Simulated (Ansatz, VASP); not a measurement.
Ta in VASP and in Ansatz

```
Ta
1.0
    -3.67428    3.67416    1.51077
     3.67416   -3.67428    1.51077
     1.91890    1.91890   -1.51099
Ta
2
Direct
  0.99994 0.00006 0.00000
  0.75006 0.24994 0.50000
```

Alike in both runs: task single point; functional RPBE; k mesh 14 × 14 × 14; occupations fermi-dirac, width 0.1 eV; no spin polarisation.

```csv
,VASP,Ansatz
version,VASP 6.6.1,Ansatz 0.2.0
potentials or method,"VASP PAW PBE potentials, release 64 (Ta_pv), cutoff 520 eV","plane waves (420 eV) with PAW, scalar-relativistic"
valence electrons in the cell,22,26
```

```csv
,VASP,Ansatz,Ansatz less VASP
pressure (GPa),-16.6,-16.6,+0.06
"traceless stress, the component that is largest in VASP (GPa)",0.82,0.83,+0.004
```

VASP's potentials were made for PBE, not for RPBE. With one functional, cell and mesh, what is left measures potentials, basis and numerics. VASP's potentials hold 22 valence electrons a cell and Ansatz's 26, so a difference there can come from the potentials and not from the codes.

Neither program's run includes spin-orbit coupling.
